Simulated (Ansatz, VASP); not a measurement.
## Two plane-wave programs on BN

```
B N
1.0
     2.48834    0.00000    0.00000
    -1.24417    2.15497    0.00000
     0.00000    0.00000    6.49548
B N
2 2
Direct
  0.33359 0.66641 0.25000
  0.66641 0.33359 0.75000
  0.33422 0.66578 0.75000
  0.66578 0.33422 0.25000
```

Alike in both runs: task single point; functional PBE; k mesh 13 × 13 × 5; occupations fermi-dirac, width 0.01 eV; no spin polarisation.

```csv
,VASP,Ansatz
version,VASP 6.6.1,Ansatz 0.2.0
potentials or method,"VASP PAW PBE potentials, release 64 (B, N), cutoff 600 eV",plane-wave PAW DFT
valence electrons in the cell,16,16
```

```tsv
	VASP	Ansatz	Ansatz less VASP
gap on the k mesh at the Fermi level (eV)	4.27	4.27	+0.003
```
